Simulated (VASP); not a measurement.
Se, 2 atoms in the cell. Symmetry: Fd-3m, No. 227, cubic system. Conventional cell: a = 6.406 Å, b = 6.406 Å, c = 6.406 Å, α = 90.00°, β = 90.00°, γ = 90.00°. Within 3.7 Å of Se (site symmetry -43m) lie 4 Se at 2.77 Å. This isn't the form of Se at room conditions, which is trigonal, of chains.

| Quantity | Value |
| --- | --- |
| Program | VASP 6.6.1 |
| Task | single point |
| Functional | LDA |
| Potentials or basis | VASP PAW LDA potentials, release 64 (Se) |
| Cutoff | 520 eV |
| k mesh | 10 × 10 × 10 |
| Occupations | fermi-dirac, width 0.1 eV |
| Spin | no spin polarisation |
| Dipole correction | no |
| Further INCAR settings | ALGO = Normal; EDIFF = 1e-06; NBANDS = 13 |

Potentials or basis: VASP PAW LDA potentials, release 64 (Se).

Command:

```sh
$ cat potpaw_LDA.64/Se/POTCAR > POTCAR
$ mpirun -np 1 vasp_std > vasp.out
```

Hardware: 1 thread of Intel Xeon 8259CL, with other jobs on the host.

Q: Estimate the wall time of this run.

A: Wall time 52 s on 1 thread of Intel Xeon 8259CL (shared host), peak memory 0.18 GiB. Counts: scf iterations 10, k points 47.
